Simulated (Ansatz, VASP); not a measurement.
## MgI2: VASP beside Ansatz

```
Mg I
1.0
     4.15370    0.00000    0.00000
    -2.07685    3.59721    0.00000
     0.00000    0.00000    6.86200
Mg I
1 2
Direct
  0.00000 0.00000 0.00000
  0.33333 0.66667 0.75763
  0.66667 0.33333 0.24237
```

Alike in both runs: task single point; functional PBE; dispersion D3(BJ); k mesh 9 × 9 × 4; occupations gaussian, width 0.05 eV; no spin polarisation.

|  | VASP | Ansatz |
| --- | --- | --- |
| version | VASP 6.6.1 | Ansatz 0.2.0 |
| potentials or method | VASP PAW PBE potentials, release 64 (Mg, I), cutoff 520 eV | scalar-relativistic, plane waves, PAW |
| valence electrons in the cell | 16 | 44 |

```csv
,VASP,Ansatz,Ansatz less VASP
gap on the k mesh at the Fermi level (eV),3.50,3.52,+0.020
least direct gap on the mesh (eV),3.69,3.70,+0.018
pressure (GPa),-0.3,-0.3,+0.06
"traceless stress, the component that is largest in VASP (GPa)",0.25,0.24,-0.006
rms of the force components (eV/Å),0.014,0.018,+0.0047
```

Atom by atom the forces differ by 0.005 eV/Å (rms over components). VASP's potentials hold 16 valence electrons a cell and Ansatz's 44, so a difference there can come from the potentials and not from the codes.

Spin-orbit coupling is off throughout.
